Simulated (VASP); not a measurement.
Here is a VASP 6.6.1 calculation.

The input INCAR:

```
  ALGO = Normal
  EDIFF = 1E-6
  ENCUT = 520
  GGA = PS
  ISIF = 2
  ISMEAR = -1
  LASPH = True
  LCHARG = False
  LREAL = False
  LWAVE = False
  NBANDS = 16
  NELM = 100
  PREC = Accurate
  SIGMA = 0.01
```

File KPOINTS:

```
k-points
0
Gamma
  8 8 8
```

Contents of POSCAR:

```
ZnS
1.0
    0.0000000000      2.6819207741      2.6819207741
    2.6819207741      0.0000000000      2.6819207741
    2.6819207741      2.6819207741      0.0000000000
Zn S
1 1
Direct
    0.0000000000      0.0000000000      0.0000000000
    0.7500000000      0.7500000000      0.7500000000
```

Potentials or basis: VASP PAW PBE potentials, release 64 (Zn, S).

Launch:

```bash
$ cat potpaw_PBE.64/Zn/POTCAR potpaw_PBE.64/S/POTCAR > POTCAR
$ mpirun -np 1 vasp_std > vasp.out
```

(1) Estimate the pressure.

(2) Estimate the band gap on the k mesh.

## Answers

(1) -0.1 GPa.

(2) 2.07 eV, direct.

Caveat: the PAW data sets were made with another functional, which shifts forces and pressure a little.
